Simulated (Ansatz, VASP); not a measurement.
**ZrB2: VASP beside Ansatz**

```
Zr B
1.0
     1.98928    1.14851    5.36239
    -1.98928    1.14851    5.36239
     0.00000   -2.29702    5.36239
Zr B
2 4
Direct
  0.24522 0.24522 0.24522
  0.75478 0.75478 0.75478
  0.50000 0.50000 0.50000
  0.00000 0.00000 0.00000
  0.10063 0.10063 0.10063
  0.89937 0.89937 0.89937
```

Alike in both runs: functional PBE; k mesh 6 × 6 × 6; occupations gaussian, width 0.1 eV; no spin polarisation.

Ansatz relaxed the structure, and its values are those at the end. VASP's run is a single point on that final structure, the one shown.

|  | VASP | Ansatz |
| --- | --- | --- |
| version | VASP 6.6.1 | Ansatz 0.2.0 |
| potentials or method | VASP PAW PBE potentials, release 64 (Zr_sv, B), cutoff 520 eV | scalar-relativistic, plane waves, PAW |
| valence electrons in the cell | 36 | 36 |

Ansatz gave:

| Item | Value |
| --- | --- |
| gap on the k mesh at the Fermi level (eV) | none |
| pressure (GPa) | 0.0 |
| rms of the force components (eV/Å) | 0.003 |

**Question.** What did VASP give for the same quantities?

**Answer.** gap on the k mesh at the Fermi level (eV): none; pressure (GPa): 0.1; rms of the force components (eV/Å): 0.006.

A gap of «none» marks a metal or a gap that the smearing closes. The functional is the same, so the differences come from potentials, cutoffs and numerics.
